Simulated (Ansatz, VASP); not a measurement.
# P: VASP beside Ansatz

```
CELL_PARAMETERS angstrom
2.59689 0.00000 0.00000
0.00000 2.59689 0.00000
0.00000 0.00000 2.02572
ATOMIC_POSITIONS crystal
P 0.00000 0.00000 0.00000
```

Alike in both runs: task single point; functional PBEsol; dispersion D3(BJ); k mesh 28 × 28 × 28; occupations gaussian, width 0.15 eV; no spin polarisation.

|  | VASP | Ansatz |
| --- | --- | --- |
| version | VASP 6.6.1 | Ansatz 0.2.0 |
| potentials or method | VASP PAW PBE potentials, release 64 (P), cutoff 520 eV | scalar-relativistic, plane waves, PAW |
| valence electrons in the cell | 5 | 5 |

|  | VASP | Ansatz | Ansatz less VASP |
| --- | --- | --- | --- |
| gap on the k mesh at the Fermi level (eV) | none | none | - |
| pressure (GPa) | 19.4 | 19.5 | +0.04 |
| traceless stress, the component that is largest in VASP (GPa) | 67.48 | 67.70 | +0.220 |

VASP's potentials were made for PBE, not for PBEsol. A gap of «none» marks a metal or a gap that the smearing closes.
